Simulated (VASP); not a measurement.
A run of VASP 6.6.1 is set up as follows.

INCAR

```
SYSTEM = KI
  PREC = Accurate
  ENCUT = 520
  EDIFF = 1E-6
  ISMEAR = 0
  SIGMA = 0.01
  LREAL = .False.
  LASPH = .True.
  NELM = 60
  ALGO = Normal
  ISIF = 2
  LWAVE = .False.
  LCHARG = .False.
  GGA = PE
  NBANDS = 15
```

Contents of KPOINTS:

```
Automatic mesh
0
Gamma
  4 4 4
  0 0 0
```

The input POSCAR:

```
KI
1.0
    0.0000000000      3.5442850827      3.5442850827
    3.5442850827      0.0000000000      3.5442850827
    3.5442850827      3.5442850827      0.0000000000
K I
1 1
Direct
    0.0000000000      0.0000000000      0.0000000000
    0.5000000000      0.5000000000      0.5000000000
```

Potentials or basis: VASP PAW PBE potentials, release 64 (K_sv, I).

The run is started by

```bash
$ cat potpaw_PBE.64/K_sv/POTCAR potpaw_PBE.64/I/POTCAR > POTCAR
$ mpirun -np 1 vasp_std > vasp.out
```

Estimate the pressure.

0.5 GPa.

What does it give for the band gap on the k mesh?

3.94 eV, direct.

Caveat: spin-orbit coupling is left out, which moves the levels of the heavy elements.
